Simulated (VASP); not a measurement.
# Si (Fddd) in VASP: a series of runs

Runs on Si. Level: LDA. Tasks: single point.

All numbers are computed with VASP 6.6.1; they aren't measurements. Logs are shortened: lines on timing, memory, paths and dates and some standing lists are left out, and cuts for length are marked.

**1. The cell of the first run**

The structure is orthorhombic, space group Fddd (No. 70). The conventional cell has a = 2.611 Å, b = 6.621 Å, c = 6.856 Å, α = 90.00°, β = 90.00°, γ = 90.00°. Si (site symmetry 222) has 10 Si at 2.47 to 3.08 Å within 3.3 Å.

**2. Single point, LDA (strain +0.0350 x Voigt [0, 0, 0, 0, 0, 1])**

Contents of INCAR:

```
PREC = Accurate
ENCUT = 520
EDIFF = 1E-6
ISMEAR = 0
SIGMA = 0.15
LREAL = False
LASPH = True
NELM = 60
ALGO = Normal
ISIF = 2
LWAVE = False
LCHARG = False
NBANDS = 11
```

Contents of KPOINTS:

```
Automatic mesh
0
Gamma
  26 26 26
```

Contents of POSCAR:

```
Si
1.0
   -2.3407231858      2.3407231858      1.3052992317
    2.3407231858     -2.3407231858      1.3052992317
    2.4241077268      2.4241077268     -1.3052992317
Si
2
Direct
    0.2500000000      0.7500000000      0.5000000000
    0.5000000000      0.5000000000      0.0000000000
```

Potentials or basis: VASP PAW LDA potentials, release 64 (Si).

Command:

```bash
cat potpaw_LDA.64/Si/POTCAR > POTCAR
mpirun -np 1 vasp_std > vasp.out
```

OUTCAR:

```text
PREC = Accurate
   ENCUT = 520
   EDIFF = 1E-6
   ISMEAR = 0
   LREAL = False
   LASPH = True
   NELM = 60
   ISIF = 2

 ion  position               nearest neighbor table
   1  0.250  0.750  0.500-   2 2.47   2 2.47   2 2.47   2 2.47   2 3.08   2 3.08   2 3.08   2 3.08

   2  0.500  0.500  0.000-   1 2.47   1 2.47   1 2.47   1 2.47   1 3.08   1 3.08   1 3.08   1 3.08

  LATTYP: Found a face centered orthorhombic cell.
 ALAT       =     2.6105984634
 B/A-ratio  =     2.5360334203
 C/A-ratio  =     2.6263755778

  Lattice vectors:

 A1 = (   4.7648309126,   0.0833845410,   0.0000000000)
 A2 = (   2.4241077268,   2.4241077268,   1.3052992317)
 A3 = (   2.3407231858,  -2.3407231858,   1.3052992317)

Analysis of symmetry for initial positions (statically):
=====================================================================
 Subroutine PRICEL returns:
 Original cell was already a primitive cell.

 Routine SETGRP: Setting up the symmetry group for a
 face centered orthorhombic supercell.

 Subroutine GETGRP returns: Found  8 space group operations
 (whereof  4 operations were pure point group operations)
 out of a pool of  8 trial point group operations.

The static configuration has the point symmetry D_2 .
 The point group associated with its full space group is D_2h.

Analysis of symmetry for dynamics (positions and initial velocities):
=====================================================================
 Subroutine PRICEL returns:
 Original cell was already a primitive cell.

 Routine SETGRP: Setting up the symmetry group for a
 face centered orthorhombic supercell.

 Subroutine GETGRP returns: Found  8 space group operations
 (whereof  4 operations were pure point group operations)
 out of a pool of  8 trial point group operations.

The dynamic configuration has the point symmetry D_2 .
 The point group associated with its full space group is D_2h.

 Subroutine INISYM returns: Found  8 space group operations
 (whereof  4 operations are pure point group operations),
 and found     1 'primitive' translations

----------------------------------------------------------------------------------------

                                     Primitive cell

  volume of cell :      29.6259

  direct lattice vectors                    reciprocal lattice vectors
    -2.340723186  2.340723186  1.305299232    -0.003673868  0.209935329  0.383053930
     2.340723186 -2.340723186  1.305299232     0.209935329 -0.003673868  0.383053930
     2.424107727  2.424107727 -1.305299232     0.206261460  0.206261460  0.000000000

  length of vectors
     3.558338959  3.558338959  3.668296965     0.436825655  0.436825655  0.291697755

  position of ions in fractional coordinates (direct lattice)
     0.250000000  0.750000000  0.500000000
     0.500000000  0.500000000  0.000000000

  ion indices of the primitive-cell ions
   primitive index   ion index
                 1           1
                 2           2

----------------------------------------------------------------------------------------

 KPOINTS: Automatic mesh

Automatic generation of k-mesh.
 Grid dimensions read from file:
 generate k-points for:   26   26   26

 Generating k-lattice:

  Cartesian coordinates                     Fractional coordinates (reciprocal lattice)
    -0.000141303  0.008074436  0.014732843     0.038461538  0.000000000  0.000000000
     0.008074436 -0.000141303  0.014732843     0.000000000  0.038461538  0.000000000
     0.007933133  0.007933133  0.000000000     0.000000000  0.000000000  0.038461538

  Length of vectors
     0.016800987  0.016800987  0.011219144

  Shift w.r.t. Gamma in fractional coordinates (k-lattice)
     0.000000000  0.000000000  0.000000000

 Subroutine IBZKPT returns following result:
 ===========================================

 Found   2471 irreducible k-points:

 Following reciprocal coordinates:
            Coordinates               Weight
  0.000000  0.000000  0.000000      1.000000
  0.038462 -0.000000  0.000000      8.000000
  0.076923 -0.000000  0.000000      8.000000
  0.115385 -0.000000  0.000000      8.000000
  0.153846  0.000000  0.000000      8.000000
  0.192308  0.000000  0.000000      8.000000
[... 16 lines left out ...]
  0.346154  0.038462  0.000000      8.000000
  0.384615  0.038462  0.000000      8.000000
 [... further k-points ...]
   k-points           NKPTS =   2471   k-points in BZ     NKDIM =   2471   number of bands    NBANDS=     11
   number of dos      NEDOS =    301   number of ions     NIONS =      2
   total plane-waves  NPLWV =  21952
   dimension x,y,z NGX =    28 NGY =   28 NGZ =   28
   dimension x,y,z NGXF=    56 NGYF=   56 NGZF=   56
   ions per type =               2
   NGX,Y,Z   is equivalent  to a cutoff of  13.08, 13.08, 12.69 a.u.
   NGXF,Y,Z  is equivalent  to a cutoff of  26.16, 26.16, 25.38 a.u.
 SYSTEM =  unknown system
   PREC   = accura    normal or accurate (medium, high low for compatibility)
   ISTART =      0    job   : 0-new  1-cont  2-samecut
   ICHARG =      2    charge: 1-file 2-atom 10-const
   ISPIN  =      1    spin polarized calculation?
   LNONCOLLINEAR =      F non collinear calculations
   LSORBIT =      F    spin-orbit coupling
   LASPH  =      T    aspherical Exc in radial PAW
   ENCUT  =  520.0 eV  38.22 Ry    6.18 a.u.   6.62  6.62  6.82*2*pi/ulx,y,z
   NELM   =     60;   NELMIN=  2; NELMDL= -5     # of ELM steps
   EDIFF  = 0.1E-05   stopping-criterion for ELM
   LREAL  =      F    real-space projection
   EDIFFG = 0.1E-04   stopping-criterion for IOM
   NSW    =      0    number of steps for IOM
   IBRION =     -1    ionic relax: 0-MD 1-quasi-New 2-CG
   NFREE  =      0    steps in history (QN), initial steepest desc. (CG)
   ISIF   =      2    stress and relaxation
   ISYM   =      2    0-nonsym 1-usesym 2-fastsym
   POTIM  = 0.5000    time-step for ionic-motion
   TEBEG  =    0.0;   TEEND  =   0.0 temperature during run
   PSTRESS=    0.0 pullay stress
   NELECT =       8.0000    total number of electrons
   NUPDOWN=      -1.0000    fix difference up-down
   EMIN   =  10.00;   EMAX   =-10.00  energy-range for DOS
   EFERMI =   0.00;   METHOD = LEGACY
   ISMEAR =     0;   SIGMA  =   0.15  broadening in eV -4-tet -1-fermi 0-gaus
   EFERMI_NEDOS =   21; number of points for ismear=-14 and -15
   IALGO  =     38    algorithm
   IMIX   =      4    mixing-type and parameters
     AMIX     =   0.40;   BMIX     =  1.00
     AMIX_MAG =   1.60;   BMIX_MAG =  1.00
  volume/ion in A,a.u.               =      14.81        99.96
  Fermi-wavevector in a.u.,A,eV,Ry     =   1.058151  1.999615 15.234208  1.119683
  Thomas-Fermi vector in A             =   2.193449
   LORBIT       =      0    0 simple, 1 ext, 2 COOP (PROOUT), +10 PAW based schemes
   GGA     = CA    functional components
   LHFCALC =     F    Hartree Fock is set to
   AEXX    =    0.0000 exact exchange contribution
   IVDW    =     0    specifies the selected vdW correction
   LEPSILON=     F    determine dielectric tensor
   LRPA    =     F    only Hartree local field effects (RPA)
 non-spin polarized calculation
 Gauss-broadening in eV      SIGMA  =   0.15
  energy-cutoff  :      520.00
  volume of cell :       29.63
 maximum number of plane-waves:       818
   NGX = 13   NGY = 13   NGZ = 13

 number of electron       8.0000000 magnetization

 Free energy of the ion-electron system (eV)
  ---------------------------------------------------
  ext. energy  EPLUGINS =         0.00000000
  ---------------------------------------------------
  free energy    TOTEN  =       -11.49735745 eV

  energy without entropy =      -11.48959246  energy(sigma->0) =      -11.49347496

 E-fermi :   9.4627     XC(G=0): -11.1035

 val. band max:        9.4611952368   @ k =   0.4231   0.1923   0.0385
 cond. band min:       9.4632601726   @ k =  -0.4615   0.2308  -0.0000
 fundamental gap:      0.0020649358
 Fermi energy:         9.4627263618

 k-point     1 :       0.0000    0.0000    0.0000
  band No.  band energies     occupation
      1      -4.4639      2.00000
      2       6.5421      2.00000
      3       7.2895      2.00000
      4       7.3393      2.00000
      5      11.0085      0.00000
      6      17.1708      0.00000
      7      18.3324      0.00000
      8      18.5441      0.00000
      9      19.0435      0.00000
     10      19.6897      0.00000
     11      20.2673      0.00000

 k-point     2 :       0.0385   -0.0000    0.0000
  band No.  band energies     occupation
      1      -4.4233      2.00000
      2       6.4242      2.00000
      3       7.1047      2.00000
      4       7.6902      2.00000
      5      11.1045      0.00000
      6      16.8838      0.00000
      7      18.1695      0.00000
      8      18.3437      0.00000
      9      18.5518      0.00000
     10      19.9568      0.00000
     11      20.4795      0.00000

 k-point     3 :       0.0769   -0.0000    0.0000
  band No.  band energies     occupation
      1      -4.3016      2.00000
      2       6.1902      2.00000
      3       6.9914      2.00000
      4       8.1898      2.00000
      5      11.3819      0.00000
      6      16.2197      0.00000
      7      17.0245      0.00000
      8      18.1452      0.00000
      9      18.3193      0.00000
     10      19.4944      0.00000
     11      21.2904      0.00000
[... 267 lines left out ...]
 k-point    23 :       0.3462    0.0385    0.0000
  band No.  band energies     occupation
      1      -0.6303      2.00000
      2       5.7082      2.00000
      3       6.5347      2.00000
      4       7.8338      2.00000
      5       9.3936      1.48530
      6      11.6077      0.00000
      7      13.9803      0.00000
      8      14.9334      0.00000
      9      16.2024      0.00000
     10      17.6106      0.00000
     11      22.4158      0.00000

 k-point    24 :       0.3846    0.0385    0.0000
  band No.  band energies     occupation
      1       0.1726      2.00000
      2       4.7016      2.00000
      3       6.6740      2.00000
      4       7.9061      2.00000
      5       8.7845      2.00000
      6      11.0708      0.00000
      7      13.9276      0.00000
      8      15.2087      0.00000
      9      16.6621      0.00000
     10      18.7693      0.00000
     11      22.6563      0.00000

 [... further k-points ...]

------------------------ aborting loop because EDIFF is reached ----------------------------------------

  FORCE on cell =-STRESS in cart. coord.  units (eV):
  Direction    XX          YY          ZZ          XY          YZ          ZX
  --------------------------------------------------------------------------------------
  -------------------------------------------------------------------------------------
  Total       -0.0072122     -0.0072122      0.0285144     -0.5346320     -0.0000000      0.0000000
  in kB       -0.3900369     -0.3900369      1.5420677    -28.9130200     -0.0000000      0.0000000
  external PRESSURE =       0.2539980 kB  Pullay stress =       0.0000000 kB

 VOLUME and BASIS-vectors are now :
 -----------------------------------------------------------------------------
  energy-cutoff  :      520.00
  volume of cell :       29.63
      direct lattice vectors                 reciprocal lattice vectors
    -2.340723186  2.340723186  1.305299232    -0.003673868  0.209935329  0.383053930
     2.340723186 -2.340723186  1.305299232     0.209935329 -0.003673868  0.383053930
     2.424107727  2.424107727 -1.305299232     0.206261460  0.206261460  0.000000000

 POSITION                                       TOTAL-FORCE (eV/Angst)
 -----------------------------------------------------------------------------------
      2.38242      0.04169      0.65265         0.000000     -0.000000     -0.000000
      0.00000      0.00000      1.30530        -0.000000      0.000000      0.000000
 -----------------------------------------------------------------------------------
    total drift:                                0.000000      0.000000      0.000000

  FREE ENERGIE OF THE ION-ELECTRON SYSTEM (eV)
  ---------------------------------------------------
  free  energy   TOTEN  =       -11.4973574491 eV

  energy  without entropy=      -11.4895924633  energy(sigma->0) =      -11.49347496
```

Run time: 8.4 min. Hardware: 1 thread of Oxide Virtual Turin-like, shared host; peak memory 0.63 GiB.

Results:

- Free energy: -11.4974 eV
- Pressure: 0.0 GPa
- Band gap on the k mesh: zero (band 4 reaches 11.73 eV, above the bottom of band 5 at 5.10 eV)

Stress tensor (GPa, compression positive):
```
-0.04 -2.89  0.00
-2.89 -0.04  0.00
 0.00  0.00  0.15
```

Levels at points of the mesh, in eV from the Fermi level:
| k point | band 2 | band 3 | band 4 | band 5 | band 6 | band 7 |
| --- | --- | --- | --- | --- | --- | --- |
| (0.00, 0.00, 0.00) | -2.92 | -2.17 | -2.12 | 1.55 | 7.71 | 8.87 |
| (0.50, 0.00, 0.00) | -6.82 | -2.23 | -1.62 | -1.48 | 1.11 | 4.57 |
| (0.50, 0.50, 0.00) | -10.69 | 0.04 | 0.04 | 2.19 | 2.19 | 8.53 |
| (0.00, 0.00, 0.50) | -10.91 | 0.56 | 0.56 | 2.83 | 2.83 | 8.72 |
| (0.50, 0.50, 0.50) | -8.39 | -6.90 | -6.90 | 6.05 | 6.05 | 12.91 |

Caveat: the cell differs from its parent crystal (strain +0.0350 x Voigt [0, 0, 0, 0, 0, 1]).

(Part 1 of 2 ends here.)
